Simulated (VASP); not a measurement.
Runs of VASP 6.6.1 on C. The structure is that of space group Pm-3m (No. 221), or close to it. The cells are those of the table. 

```csv
task,cell,gap on the mesh (eV),pressure (GPa)
relaxation of cell and atoms,"relaxed to 390 GPa from a = 1.534 Å, 1 atom",none,390.0
single point,"a = 1.509 Å, 1 atom",none,(a)
single point,"a = 1.508 Å, 1 atom",none,392.3
relaxation of cell and atoms,"relaxed to 390 GPa from a = 1.508 Å, 1 atom",none,390.0
```

Alike in all rows: level PBEsol; potentials or basis VASP PAW PBE potentials, release 64 (C); no spin polarisation; k mesh 25 × 25 × 25; cutoff (eV) 600; smearing fermi-dirac 0.08 eV.

Problem. Estimate the missing entries.

Solution. (a) 391.5.

Caveats: the PAW data sets were made with another functional, which shifts forces and pressure a little; the cell is relaxed towards a set pressure, so the enthalpy falls and the energy may rise (some runs).

A gap of «none» marks levels without a gap at the run's occupations.
